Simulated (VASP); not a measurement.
Here is a VASP 6.6.1 calculation.

POSCAR

```
Al2Cu
1.0
    4.0866984621      0.0013549814     -0.0100177851
    0.0013549814      4.1025583957      0.0178365925
   -0.0070556074      0.0125624568      2.9085422956
Al Cu
2 1
Direct
    0.4687560276      0.0117958310      0.4766540501
    0.0213922591      0.5074259987      0.4270045301
    0.0251393845      0.0352885078      0.0181625366
```

File INCAR.step1:

```
ALGO     = Normal         # electronic algorithm
EDIFF    = 1E-4           # SCF threshold, eV
ENCUT    = 520            # plane-wave cutoff, eV
GGA      = PE             # functional
ISMEAR   = 0              # smearing method
LASPH    = T              # aspherical terms in the spheres
LCHARG   = F              # write CHGCAR
LREAL    = F              # projectors in reciprocal space
LWAVE    = T              # write WAVECAR
NBANDS   = 16             # bands
NELM     = 100            # most SCF steps
PREC     = Accurate       # precision mode
SIGMA    = 0.1            # smearing width, eV
```

Contents of INCAR.step2:

```
ALGO     = Normal         # electronic algorithm
EDIFF    = 1E-6           # SCF threshold, eV
ENCUT    = 520            # plane-wave cutoff, eV
ISIF     = 2              # what is computed and relaxed
ISMEAR   = 0              # smearing method
ISTART   = 1            
LASPH    = T              # aspherical terms in the spheres
LCHARG   = F              # write CHGCAR
LMIXTAU  = T            
LREAL    = F              # projectors in reciprocal space
LWAVE    = F              # write WAVECAR
METAGGA  = R2SCAN         # meta-GGA
NBANDS   = 16             # bands
NELM     = 100            # most SCF steps
PREC     = Accurate       # precision mode
SIGMA    = 0.1            # smearing width, eV
```

The input KPOINTS:

```
k-points
0
Gamma
  6 6 8
```

Potentials or basis: VASP PAW PBE potentials, release 64 (Al, Cu).

Command:

```sh
$ cat potpaw_PBE.64/Al/POTCAR potpaw_PBE.64/Cu/POTCAR > POTCAR
$ cp INCAR.step1 INCAR
$ mpirun -np 1 vasp_std > vasp.out
$ cp INCAR.step2 INCAR
$ mpirun -np 1 vasp_std > vasp.out
```

(1) Predict the pressure.

(2) Estimate the largest force.

## Answers

(1) 2.2 GPa.

(2) 2.332 eV/Å.

Caveat: the PAW data sets were made with another functional, which shifts forces and pressure a little.
